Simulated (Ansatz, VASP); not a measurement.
# Pt: VASP beside Ansatz

Contents of INCAR:

```
SYSTEM = Pt
  PREC = Accurate
  ENCUT = 520
  EDIFF = 1E-6
  ISMEAR = 0
  SIGMA = 0.15
  LREAL = .FALSE.
  LASPH = .TRUE.
  NELM = 100
  ALGO = Fast
  ISIF = 2
  LWAVE = .FALSE.
  LCHARG = .FALSE.
  GGA = PS
  NBANDS = 17
```

File KPOINTS:

```
regular mesh
0
G
  24 24 14
  0 0 0
```

Contents of POSCAR:

```
Pt
1.0
    2.5889111393      0.0000000000      0.0000000000
   -1.2944555697      2.2420628147      0.0000000000
    0.0000000000      0.0000000000      4.7068056308
Pt
2
Direct
    0.6666666667      0.3333333333      0.7500000000
    0.3333333333      0.6666666667      0.2500000000
```

Input for Ansatz:

```yaml
crystal:
  lattice:
    - [2.5889111393, 0.0, 0.0]
    - [-1.2944555697, 2.2420628147, 0.0]
    - [0.0, 0.0, 4.7068056308]
  atoms:
    - { symbol: Pt, position: [0.6666666667, 0.3333333333, 0.75] }
    - { symbol: Pt, position: [0.3333333333, 0.6666666667, 0.25] }
basis:
  ecutwfc: 420
kpoints:
  mp_grid: { grid: [24, 24, 14] }
hamiltonian:
  xc: pbesol
scf:
  occupations: { method: gaussian, width: 0.15 }
output:
  forces: true
  stress: true
  eigenvalues: true
  write_density: true
  write_potential: true
  elf: true
  volumetric_format: npy
```

Change from the starting cell: strain -0.050 along x and y, +0.000 along z, atoms carried along.

Alike in both runs: task single point; functional PBEsol; k mesh 24 × 24 × 14; occupations gaussian, width 0.15 eV; no spin polarisation.

|  | VASP | Ansatz |
| --- | --- | --- |
| version | VASP 6.6.1 | Ansatz 0.2.0 |
| potentials or method | VASP PAW PBE potentials, release 64 (Pt), cutoff 520 eV | scalar-relativistic, plane waves, PAW |
| valence electrons in the cell | 20 | 36 |

```csv
,VASP,Ansatz,Ansatz less VASP
gap on the k mesh at the Fermi level (eV),none,none,-
pressure (GPa),41.2,41.5,+0.28
"traceless stress, the component that is largest in VASP (GPa)",-18.82,-18.71,+0.114
```

VASP's potentials were made for PBE, not for PBEsol. A gap of «none» marks a metal or a gap that the smearing closes. Both programs put the cell under a high pressure, so it lies far from rest at this level. VASP's potentials hold 20 valence electrons a cell and Ansatz's 36, so a difference there can come from the potentials and not from the codes.

Neither program's run includes spin-orbit coupling.
